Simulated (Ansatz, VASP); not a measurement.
# F: VASP beside Ansatz

Contents of INCAR:

```
SYSTEM = F
ALGO = Normal
EDIFF = 1E-6
EDIFFG = -0.005
ENCUT = 600
IBRION = 2
ISIF = 3
ISMEAR = 0
LASPH = .True.
LCHARG = .False.
LREAL = .False.
LWAVE = .False.
NELM = 100
NSW = 70
PREC = Accurate
SIGMA = 0.02
```

File KPOINTS:

```
k-points
0
Gamma
  8 8 4
  0 0 0
```

POSCAR

```
F
1.0
    2.9375407162     -1.6934194167     -0.1275859897
    2.9375407162      1.6934194167     -0.1275859897
   -1.9806375287      0.0000000000      7.1113263377
F
4
Direct
    0.0779843973      0.0779843973      0.0949060498
    0.9220156027      0.9220156027      0.9050939502
    0.4995074289      0.4995074289      0.5957930447
    0.5004925711      0.5004925711      0.4042069553
```

Input for Ansatz:

```yaml
crystal:
  lattice:
    - [2.9375407162, -1.6934194167, -0.1275859897]
    - [2.9375407162, 1.6934194167, -0.1275859897]
    - [-1.9806375287, 0.0, 7.1113263377]
  atoms:
    - { symbol: F, position: [0.0779843973, 0.0779843973, 0.0949060498] }
    - { symbol: F, position: [0.9220156027, 0.9220156027, 0.9050939502] }
    - { symbol: F, position: [0.4995074289, 0.4995074289, 0.5957930447] }
    - { symbol: F, position: [0.5004925711, 0.5004925711, 0.4042069553] }
basis:
  ecutwfc: 420
kpoints:
  mp_grid: { grid: [8, 8, 4] }
hamiltonian:
  xc: lda
scf:
  occupations: { method: gaussian, width: 0.02 }
output:
  forces: true
  stress: true
  eigenvalues: true
relax:
  adjacent_minimum: "off"
  f_tol: 0.005
  max_steps: 50
  cell: { stress_tol: 0.05 }
```

Alike in both runs: task relaxation of cell and atoms; functional LDA; k mesh 8 × 8 × 4; occupations gaussian, width 0.02 eV; no spin polarisation.

|  | VASP | Ansatz |
| --- | --- | --- |
| version | VASP 6.6.1 | Ansatz 0.2.0 |
| potentials or method | VASP PAW LDA potentials, release 64 (F), cutoff 600 eV | scalar-relativistic, plane waves, PAW |
| valence electrons in the cell | 28 | 28 |

```tsv
	VASP	Ansatz	Ansatz less VASP
gap on the k mesh at the Fermi level, each at its own relaxed structure (eV)	2.00	2.31	+0.317
relaxed volume (Å³/atom)	11.39	11.67	+0.278
relaxed cell length with the largest relative difference (Å)	6.639	6.705	+0.0670
```

LDA's correlation is that of Perdew and Zunger in VASP and of Perdew and Wang (1992) in Ansatz. One of these differences is far larger than is usual between the two programs; its cause wasn't traced.

Noted on VASP's run: the volume moved by over 15 % at a fixed basis, so the end points are rough.
